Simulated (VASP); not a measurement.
Sn: single point with LDA

Crystal: Sn.

```
CELL_PARAMETERS angstrom
-1.94389 1.94389 1.94389
1.94389 -1.94389 1.94389
1.94389 1.94389 -1.94389
ATOMIC_POSITIONS crystal
Sn 0.00000 0.00000 0.00000
```

- Program: VASP 6.6.1
- Task: single point
- Functional: LDA
- Potentials or basis: VASP PAW LDA potentials, release 64 (Sn_d)
- Cutoff: 520 eV
- k mesh: 11 × 11 × 11
- Occupations: fermi-dirac, width 0.05 eV
- Spin: no spin polarisation
- Dipole correction: no
- Further INCAR settings: ALGO = Normal; EDIFF = 1e-06; NBANDS = 13

```json
{
 "Pressure": "-5.7 GPa",
 "Band gap on the k mesh": "zero (band 7 reaches 14.05 eV, above the bottom of band 8 at 4.79 eV)"
}
```

Levels at points of the mesh, in eV from the Fermi level:
| k point | band 3 | band 4 | band 5 | band 6 | band 7 | band 8 | band 9 | band 10 | band 11 | band 12 |
| --- | --- | --- | --- | --- | --- | --- | --- | --- | --- | --- |
| (0.00, 0.00, 0.00) | -21.42 | -21.31 | -21.31 | -10.57 | 7.13 | 7.13 | 7.13 | 12.03 | 12.03 | 12.03 |

Wall time 27 s on 1 thread of Intel Xeon 8259CL (shared host), peak memory 0.15 GiB.

Caveat: spin-orbit coupling is left out, which moves the levels of the heavy elements.
